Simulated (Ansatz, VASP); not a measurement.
Two plane-wave programs on Cu

```
Cu
1.0
     2.60063    0.00000    0.00000
    -1.30031    2.25221    0.00000
     0.00000    0.00000    7.81710
Cu
4
Direct
  0.00000 0.00000 0.00000
  0.33333 0.66667 0.25000
  0.00000 0.00000 0.50000
  0.66667 0.33333 0.75000
```

Alike in both runs: task single point; functional r2SCAN; k mesh 24 × 24 × 8; occupations gaussian, width 0.15 eV; no spin polarisation.

```csv
,VASP,Ansatz
version,VASP 6.6.1,Ansatz 0.2.0
potentials or method,"VASP PAW PBE potentials, release 64 (Cu), cutoff 520 eV","scalar-relativistic, plane waves, PAW"
valence electrons in the cell,44,76
```

|  | VASP | Ansatz | Ansatz less VASP |
| --- | --- | --- | --- |
| gap on the k mesh at the Fermi level (eV) | none | none | - |
| pressure (GPa) | 2.0 | 1.2 | -0.76 |
| traceless stress, the component that is largest in VASP (GPa) | 9.62 | 9.56 | -0.064 |

VASP's potentials were made for PBE, not for r2SCAN. A gap of «none» marks a metal or a gap that the smearing closes. The functional is the same, so the differences come from potentials, cutoffs and numerics. VASP's potentials hold 44 valence electrons a cell and Ansatz's 76, so a difference there can come from the potentials and not from the codes.
